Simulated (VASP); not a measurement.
# BaTiO3 in VASP: single point with PBE

Aim: the single point of BaTiO3 with PBE.

All numbers are computed with VASP 6.6.1; they aren't measurements. Logs are shortened: lines on timing, memory, paths and dates and some standing lists are left out, and cuts for length are marked.

## Step 1: The cell of the first run

The typed cell holds 10 atoms: a = 4.017 Å, b = 4.022 Å, c = 8.277 Å, α = 90.00°, β = 90.00°, γ = 89.86°.

## Step 2: Single point, PBE

INCAR reads:

```
SYSTEM = BaTiO3
ALGO = Normal
EDIFF = 1E-7
ENCUT = 520
GGA = PE
ISIF = 2
ISMEAR = -1
LASPH = .TRUE.
LCHARG = .FALSE.
LREAL = .FALSE.
LWAVE = .FALSE.
NBANDS = 51
NELM = 60
PREC = Accurate
SIGMA = 0.05
```

KPOINTS reads:

```
k-points
0
G
  7 7 4
  0 0 0
```

POSCAR reads:

```
BaTiO3
1.0
    4.0167174656      0.0050214041      0.0000090105
    0.0050214041      4.0222719466     -0.0000159622
    0.0000181030     -0.0000320697      8.2769842397
Ba Ti O
2 2 6
Direct
    0.9964359038     -0.0038381747     -0.0044543637
    0.0035790496      1.0038236365      0.4955507557
    0.4843583617      0.4834132639      0.2371050376
    0.5156329181      0.5165883339      0.7371102622
    0.4994046960      0.4993706492      0.0157861070
    0.5005992474      0.5006295751      0.5157982278
    0.5081859673      0.0142534133      0.2577042737
    0.4918144846      0.9857604297      0.7577139077
    0.0131851331      0.5088818973      0.2578329615
    0.9868042384      0.4911169760      0.7578528304
```

Potentials or basis: VASP PAW PBE potentials, release 64 (Ba_sv, Ti_sv, O).

On the command line:

```console
> cat potpaw_PBE.64/Ba_sv/POTCAR potpaw_PBE.64/Ti_sv/POTCAR potpaw_PBE.64/O/POTCAR > POTCAR
> mpirun -np 1 vasp_std > vasp.out
```

OUTCAR:

```text
SYSTEM = BaTiO3
   EDIFF = 1E-7
   ENCUT = 520
   GGA = PE
   ISIF = 2
   ISMEAR = -1
   LASPH = .TRUE.
   LREAL = .FALSE.
   NELM = 60
   PREC = Accurate

 ion  position               nearest neighbor table
   1  0.996  0.996  0.996-  10 2.80   8 2.80   8 2.83  10 2.83   5 2.83   5 2.84   5 2.84   5 2.87
                             9 2.93   7 2.93   7 2.99   9 3.00   3 3.42   4 3.47   3 3.47   3 3.47
   2  0.004  0.004  0.496-   9 2.80   7 2.80   7 2.83   9 2.83   6 2.83   6 2.84   6 2.84   6 2.87
                            10 2.93   8 2.93   8 2.99  10 3.00   4 3.42   3 3.47   4 3.47   4 3.47
   3  0.484  0.483  0.237-   5 1.83   7 1.90   9 1.90   9 2.13   7 2.14   6 2.31   1 3.42   2 3.47
                             1 3.47   1 3.47   1 3.54   2 3.55   2 3.56   2 3.65
   4  0.516  0.517  0.737-   6 1.83   8 1.90  10 1.90  10 2.13   8 2.14   5 2.31   2 3.42   1 3.47
                             2 3.47   2 3.47   2 3.54   1 3.55   1 3.56   1 3.65
   5  0.499  0.499  0.016-   3 1.83   4 2.31   1 2.83   1 2.84   1 2.84   1 2.87
   6  0.501  0.501  0.516-   4 1.83   3 2.31   2 2.83   2 2.84   2 2.84   2 2.87
   7  0.508  0.014  0.258-   3 1.90   3 2.14   2 2.80   2 2.83   1 2.93   1 2.99
   8  0.492  0.986  0.758-   4 1.90   4 2.14   1 2.80   1 2.83   2 2.93   2 2.99
   9  0.013  0.509  0.258-   3 1.90   3 2.13   2 2.80   2 2.83   1 2.93   1 3.00
  10  0.987  0.491  0.758-   4 1.90   4 2.13   1 2.80   1 2.83   2 2.93   2 3.00

  LATTYP: Found a simple monoclinic cell.
 ALAT       =     4.0167206043
 B/A-ratio  =     2.0606323056
 C/A-ratio  =     1.0013828387
 COS(beta)  =    -0.0024985223

  Lattice vectors:

 A1 = (   4.0167174656,   0.0050214041,   0.0000090105)
 A2 = (   0.0000181030,  -0.0000320697,   8.2769842397)
 A3 = (  -0.0050214041,  -4.0222719466,   0.0000159622)

Analysis of symmetry for initial positions (statically):
=====================================================================
 Subroutine PRICEL returns:
 Original cell was already a primitive cell.

 Routine SETGRP: Setting up the symmetry group for a
 simple monoclinic supercell.

 Subroutine GETGRP returns: Found  1 space group operations
 (whereof  1 operations were pure point group operations)
 out of a pool of  4 trial point group operations.

The static configuration has the point symmetry C_1 .

Analysis of symmetry for dynamics (positions and initial velocities):
=====================================================================
 Subroutine PRICEL returns:
 Original cell was already a primitive cell.

 Routine SETGRP: Setting up the symmetry group for a
 simple monoclinic supercell.

 Subroutine GETGRP returns: Found  1 space group operations
 (whereof  1 operations were pure point group operations)
 out of a pool of  4 trial point group operations.

The dynamic configuration has the point symmetry C_1 .

 Subroutine INISYM returns: Found  1 space group operations
 (whereof  1 operations are pure point group operations),
 and found     1 'primitive' translations

----------------------------------------------------------------------------------------

                                     Primitive cell

  volume of cell :     133.7255

  direct lattice vectors                    reciprocal lattice vectors
     4.016717466  0.005021404  0.000009010     0.248959896 -0.000310802 -0.000000546
     0.005021404  4.022271947 -0.000015962    -0.000310802  0.248616099  0.000000964
     0.000018103 -0.000032070  8.276984240    -0.000000272  0.000000480  0.120816951

  length of vectors
     4.016720604  4.022275081  8.276984240     0.248960090  0.248616293  0.120816951

  position of ions in fractional coordinates (direct lattice)
     0.996435904  0.996161825  0.995545636
     0.003579050  0.003823637  0.495550756
     0.484358362  0.483413264  0.237105038
     0.515632918  0.516588334  0.737110262
     0.499404696  0.499370649  0.015786107
     0.500599247  0.500629575  0.515798228
     0.508185967  0.014253413  0.257704274
     0.491814485  0.985760430  0.757713908
     0.013185133  0.508881897  0.257832962
     0.986804238  0.491116976  0.757852830

  ion indices of the primitive-cell ions
   primitive index   ion index
                 1           1
                 2           2
                 3           3
                 4           4
                 5           5
                 6           6
                 7           7
                 8           8
                 9           9
                10          10

----------------------------------------------------------------------------------------

 KPOINTS: k-points

Automatic generation of k-mesh.
 Grid dimensions read from file:
 generate k-points for:    7    7    4

 Generating k-lattice:

  Cartesian coordinates                     Fractional coordinates (reciprocal lattice)
     0.035565699 -0.000044400 -0.000000078     0.142857143 -0.000000000 -0.000000000
    -0.000044400  0.035516586  0.000000138    -0.000000000  0.142857143  0.000000000
    -0.000000068  0.000000120  0.030204238     0.000000000  0.000000000  0.250000000

  Length of vectors
     0.035565727  0.035516613  0.030204238

  Shift w.r.t. Gamma in fractional coordinates (k-lattice)
     0.000000000  0.000000000  0.000000000

 Subroutine IBZKPT returns following result:
 ===========================================

 Found     99 irreducible k-points:

 Following reciprocal coordinates:
            Coordinates               Weight
  0.000000  0.000000  0.000000      1.000000
  0.142857 -0.000000 -0.000000      2.000000
  0.285714  0.000000 -0.000000      2.000000
  0.428571  0.000000  0.000000      2.000000
 -0.000000  0.142857  0.000000      2.000000
  0.142857  0.142857  0.000000      2.000000
[... 16 lines left out ...]
 -0.428571  0.428571  0.000000      2.000000
 -0.285714  0.428571  0.000000      2.000000
 [... further k-points ...]
   k-points           NKPTS =     99   k-points in BZ     NKDIM =     99   number of bands    NBANDS=     51
   number of dos      NEDOS =    301   number of ions     NIONS =     10
   total plane-waves  NPLWV =  57600
   dimension x,y,z NGX =    30 NGY =   30 NGZ =   64
   dimension x,y,z NGXF=    60 NGYF=   60 NGZF=  128
   ions per type =               2   2   6
   NGX,Y,Z   is equivalent  to a cutoff of  12.42, 12.40, 12.85 a.u.
   NGXF,Y,Z  is equivalent  to a cutoff of  24.83, 24.80, 25.71 a.u.
 SYSTEM =  BaTiO3
   PREC   = accura    normal or accurate (medium, high low for compatibility)
   ISTART =      0    job   : 0-new  1-cont  2-samecut
   ICHARG =      2    charge: 1-file 2-atom 10-const
   ISPIN  =      1    spin polarized calculation?
   LNONCOLLINEAR =      F non collinear calculations
   LSORBIT =      F    spin-orbit coupling
   LASPH  =      T    aspherical Exc in radial PAW
   ENCUT  =  520.0 eV  38.22 Ry    6.18 a.u.   7.47  7.48 15.39*2*pi/ulx,y,z
   NELM   =     60;   NELMIN=  2; NELMDL= -5     # of ELM steps
   EDIFF  = 0.1E-06   stopping-criterion for ELM
   LREAL  =      F    real-space projection
   EDIFFG = 0.1E-05   stopping-criterion for IOM
   NSW    =      0    number of steps for IOM
   IBRION =     -1    ionic relax: 0-MD 1-quasi-New 2-CG
   NFREE  =      0    steps in history (QN), initial steepest desc. (CG)
   ISIF   =      2    stress and relaxation
   ISYM   =      2    0-nonsym 1-usesym 2-fastsym
   POTIM  = 0.5000    time-step for ionic-motion
   TEBEG  =    0.0;   TEEND  =   0.0 temperature during run
   PSTRESS=    0.0 pullay stress
   NELECT =      80.0000    total number of electrons
   NUPDOWN=      -1.0000    fix difference up-down
   EMIN   =  10.00;   EMAX   =-10.00  energy-range for DOS
   EFERMI =   0.00;   METHOD = LEGACY
   ISMEAR =    -1;   SIGMA  =   0.05  broadening in eV -4-tet -1-fermi 0-gaus
   EFERMI_NEDOS =   21; number of points for ismear=-14 and -15
   IALGO  =     38    algorithm
   IMIX   =      4    mixing-type and parameters
     AMIX     =   0.40;   BMIX     =  1.00
     AMIX_MAG =   1.60;   BMIX_MAG =  1.00
  volume/ion in A,a.u.               =      13.37        90.24
  Fermi-wavevector in a.u.,A,eV,Ry     =   1.379431  2.606747 25.889587  1.902831
  Thomas-Fermi vector in A             =   2.504401
   LORBIT       =      0    0 simple, 1 ext, 2 COOP (PROOUT), +10 PAW based schemes
   GGA     = PE    functional components
   LHFCALC =     F    Hartree Fock is set to
   AEXX    =    0.0000 exact exchange contribution
   IVDW    =     0    specifies the selected vdW correction
   LEPSILON=     F    determine dielectric tensor
   LRPA    =     F    only Hartree local field effects (RPA)
 non-spin polarized calculation
  energy-cutoff  :      520.00
  volume of cell :      133.73
 maximum number of plane-waves:      3630
 NGX is ok and might be reduce to    30
   NGX = 15   NGY = 15   NGZ = 31

 number of electron      80.0000002 magnetization

 Free energy of the ion-electron system (eV)
  ---------------------------------------------------
  ext. energy  EPLUGINS =         0.00000000
  ---------------------------------------------------
  free energy    TOTEN  =       -80.09506834 eV

  energy without entropy =      -80.09506834  energy(sigma->0) =      -80.09506834

 E-fermi :   4.7902     XC(G=0): -11.0117

 val. band max:        3.4746586676   @ k =  -0.4286  -0.4286   0.2500
 cond. band min:       5.8604391023   @ k =   0.0000   0.0000   0.0000
 fundamental gap:      2.3857804348
 Fermi energy:         4.7901859655

 k-point     1 :       0.0000    0.0000    0.0000
  band No.  band energies     occupation
      1     -52.8701      2.00000
      2     -52.8695      2.00000
      3     -29.2056      2.00000
      4     -29.1709      2.00000
      5     -29.0996      2.00000
      6     -29.0983      2.00000
[... 43 lines left out ...]
     50       8.3381      0.00000
     51       8.6449      0.00000

 k-point     2 :       0.1429   -0.0000   -0.0000
  band No.  band energies     occupation
      1     -52.8699      2.00000
      2     -52.8693      2.00000
      3     -29.2050      2.00000
      4     -29.1705      2.00000
      5     -29.1048      2.00000
      6     -29.1034      2.00000
[... 43 lines left out ...]
     50       8.7189      0.00000
     51       9.0102      0.00000

 k-point     3 :       0.2857    0.0000   -0.0000
  band No.  band energies     occupation
      1     -52.8695      2.00000
      2     -52.8689      2.00000
      3     -29.2036      2.00000
      4     -29.1697      2.00000
      5     -29.1254      2.00000
      6     -29.1235      2.00000
[... 43 lines left out ...]
     50       9.6265      0.00000
     51       9.8730      0.00000
[... 1027 lines left out ...]
 k-point    23 :      -0.4286    0.4286    0.0000
  band No.  band energies     occupation
      1     -52.8683      2.00000
      2     -52.8677      2.00000
      3     -29.2003      2.00000
      4     -29.1673      2.00000
      5     -29.1426      2.00000
      6     -29.1411      2.00000
[... 43 lines left out ...]
     50      10.1735      0.00000
     51      10.9454      0.00000

 k-point    24 :      -0.2857    0.4286    0.0000
  band No.  band energies     occupation
      1     -52.8686      2.00000
      2     -52.8680      2.00000
      3     -29.2011      2.00000
      4     -29.1680      2.00000
      5     -29.1435      2.00000
      6     -29.1417      2.00000
[... 43 lines left out ...]
     50      10.5023      0.00000
     51      10.8587      0.00000

 [... further k-points ...]

------------------------ aborting loop because EDIFF is reached ----------------------------------------

  FORCE on cell =-STRESS in cart. coord.  units (eV):
  Direction    XX          YY          ZZ          XY          YZ          ZX
  --------------------------------------------------------------------------------------
  -------------------------------------------------------------------------------------
  Total        1.3219662      1.3426988      1.3644902     -0.0301180      0.0006571     -0.0003924
  in kB       15.8385994     16.0869987     16.3480827     -0.3608469      0.0078733     -0.0047018
  external PRESSURE =      16.0912269 kB  Pullay stress =       0.0000000 kB

 VOLUME and BASIS-vectors are now :
 -----------------------------------------------------------------------------
  energy-cutoff  :      520.00
  volume of cell :      133.73
      direct lattice vectors                 reciprocal lattice vectors
     4.016717466  0.005021404  0.000009010     0.248959896 -0.000310802 -0.000000546
     0.005021404  4.022271947 -0.000015962    -0.000310802  0.248616099  0.000000964
     0.000018103 -0.000032070  8.276984240    -0.000000272  0.000000480  0.120816951

 POSITION                                       TOTAL-FORCE (eV/Angst)
 -----------------------------------------------------------------------------------
      4.00742      4.01181      8.24011         0.004241      0.005098      0.038120
      0.01440      0.01538      4.10167        -0.004713     -0.004669      0.037856
      1.94796      1.94684      1.96251         0.038817      0.043843      0.065362
      2.07376      2.08042      6.10105        -0.038396     -0.044028      0.067445
      2.00848      2.01111      0.13066        -0.000372     -0.000211     -0.074157
      2.01329      2.01617      4.26925         0.000107      0.000226     -0.075907
      2.04132      0.05987      2.13302        -0.004539     -0.047560     -0.014349
      1.98044      3.96744      6.27157         0.004365      0.047104     -0.015145
      0.05552      2.04692      2.13407        -0.041324     -0.005006     -0.013981
      3.96619      1.98034      6.27274         0.041814      0.005203     -0.015244
 -----------------------------------------------------------------------------------
    total drift:                                0.000004      0.000050     -0.000799

  FREE ENERGIE OF THE ION-ELECTRON SYSTEM (eV)
  ---------------------------------------------------
  free  energy   TOTEN  =       -80.0950683403 eV

  energy  without entropy=      -80.0950683403  energy(sigma->0) =      -80.09506834
```

It took 15 min on 1 thread of Intel Xeon Platinum 8488C (Sapphire Rapids), shared host; peak memory 0.63 GiB.

Results:

- Free energy: -80.0951 eV
- Pressure: 1.6 GPa
- Largest force: 0.089 eV/Å
- Band gap on the k mesh: 2.39 eV

Forces on the atoms (eV/Å):
```
Ba   0.004  0.005  0.038
Ba  -0.005 -0.005  0.038
Ti   0.039  0.044  0.065
Ti  -0.038 -0.044  0.067
O    0.000  0.000 -0.074
O    0.000  0.000 -0.076
O   -0.005 -0.048 -0.014
O    0.004  0.047 -0.015
O   -0.041 -0.005 -0.014
O    0.042  0.005 -0.015
```

Levels at points of the mesh, in eV from the valence-band top:
```csv
k point,band 36,band 37,band 38,band 39,band 40,band 41,band 42,band 43,band 44,band 45
"(0.00, 0.00, 0.00)",-0.87,-0.68,-0.58,-0.55,-0.49,2.39,2.43,2.62,2.68,3.76
"(0.00, 0.00, 0.50)",-1.28,-0.72,-0.72,-0.60,-0.60,2.45,2.45,3.20,3.20,3.21
```

Caveat: spin-orbit coupling is left out, which moves the levels of the heavy elements. A k mesh can miss the band edges.
